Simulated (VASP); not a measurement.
Here is a VASP 6.6.1 calculation.

Contents of INCAR:

```
SYSTEM = Ti
PREC = Accurate ; ENCUT = 520
EDIFF = 1E-7 ; ISMEAR = -1
SIGMA = 0.1 ; LREAL = .FALSE.
LASPH = .TRUE. ; NELM = 60
ALGO = Normal ; ISIF = 2
LWAVE = .FALSE. ; LCHARG = .FALSE.
GGA = PS ; NBANDS = 12
```

KPOINTS

```
Automatic mesh
0
G
  4 4 4
  0 0 0
```

POSCAR

```
Ti
1.0
   -1.6410000000      1.6410000000      1.6410000000
    1.6410000000     -1.6410000000      1.6410000000
    1.6410000000      1.6410000000     -1.6410000000
Ti
1
Direct
    0.0000000000      0.0000000000      0.0000000000
```

Potentials or basis: VASP PAW PBE potentials, release 64 (Ti_sv).

Run with:

```sh
$ cat potpaw_PBE.64/Ti_sv/POTCAR > POTCAR
$ mpirun -np 1 vasp_std > vasp.out
```

(1) Predict the band gap on the k mesh.

(2) Estimate the pressure.

Results:

(1) zero (band 6 reaches 8.71 eV, above the bottom of band 7 at 7.15 eV).

(2) -6.2 GPa.

Caveat: the k points lie up to 0.68 Å⁻¹ apart; the PAW data sets were made with another functional, which shifts forces and pressure a little.
